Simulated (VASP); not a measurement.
Runs of VASP 6.6.1 on CoSi2. The structure is that of space group I4/mmm (No. 139), or close to it. The cells are those of the table. 

```csv
cell,gap on the mesh (eV),pressure (GPa)
"a = 3.869, b = 3.869, c = 5.144 Å, 6 atoms",none,-4.6
"a = 3.869, b = 3.869, c = 5.217 Å, 6 atoms",none,-7.1
"a = 3.926, b = 3.926, c = 5.169 Å, 6 atoms",none,-10.0
"a = 3.926, b = 3.926, c = 5.076 Å, 6 atoms",none,(a)
```

Alike in all rows: task single point; level PBEsol; potentials or basis VASP PAW PBE potentials, release 64 (Co, Si); no spin polarisation; k mesh 10 × 10 × 8; cutoff (eV) 520; smearing gaussian 0.1 eV.

Q: Fill in the values left out.

A: (a) -6.8.

Caveats: the PAW data sets were made with another functional, which shifts forces and pressure a little.

A gap of «none» marks levels without a gap at the run's occupations.
